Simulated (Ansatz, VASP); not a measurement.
**Mg2GeN in VASP and in Ansatz**

```
CELL_PARAMETERS angstrom
-1.70594 2.41587 3.96586
1.70594 -2.41587 3.96586
1.70594 2.41587 -3.96586
ATOMIC_POSITIONS crystal
Mg 0.80466 0.80466 0.00000
Mg 0.19534 0.19534 0.00000
Ge 0.50000 0.50000 0.00000
N 0.50000 0.00000 0.50000
```

Alike in both runs: task relaxation of cell and atoms; functional PBE; k mesh 6 × 6 × 6; occupations gaussian, width 0.1 eV; no spin polarisation.

```csv
,VASP,Ansatz
version,VASP 6.6.1,Ansatz 0.2.0
potentials or method,"VASP PAW PBE potentials, release 64 (Mg, Ge_d, N), cutoff 600 eV","scalar-relativistic, plane waves, PAW"
valence electrons in the cell,23,39
```

```csv
,VASP,Ansatz,Ansatz less VASP
"gap on the k mesh at the Fermi level, each at its own relaxed structure (eV)",none,none,-
relaxed volume (Å³/atom),16.10,16.53,+0.429
relaxed cell length with the largest relative difference (Å),5.017,5.048,+0.0306
```

A gap of «none» marks a metal or a gap that the smearing closes. VASP's potentials hold 23 valence electrons a cell and Ansatz's 39, so a difference there can come from the potentials and not from the codes.

The k mesh is coarse, so the values compare programs but aren't converged.
